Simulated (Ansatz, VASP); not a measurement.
**Two plane-wave programs on Si2W**

```
CELL_PARAMETERS angstrom
-1.61465 1.61465 3.93361
1.61465 -1.61465 3.93361
1.61465 1.61465 -3.93361
ATOMIC_POSITIONS crystal
Si 0.33457 0.33457 0.00000
Si 0.66543 0.66543 0.00000
W 0.00000 0.00000 0.00000
```

Alike in both runs: functional PBE; k mesh 18 × 18 × 18; occupations gaussian, width 0.1 eV; no spin polarisation.

Ansatz relaxed the structure, and its values are those at the end. VASP's run is a single point on that final structure, the one shown.

|  | VASP | Ansatz |
| --- | --- | --- |
| version | VASP 6.6.1 | Ansatz 0.2.0 |
| potentials or method | VASP PAW PBE potentials, release 64 (Si, W_sv), cutoff 520 eV | scalar-relativistic, plane waves, PAW |
| valence electrons in the cell | 22 | 22 |

```csv
,VASP,Ansatz,Ansatz less VASP
gap on the k mesh at the Fermi level (eV),none,none,-
pressure (GPa),0.0,0.0,0.00
```

A gap of «none» marks a metal or a gap that the smearing closes.

Neither program's run includes spin-orbit coupling.
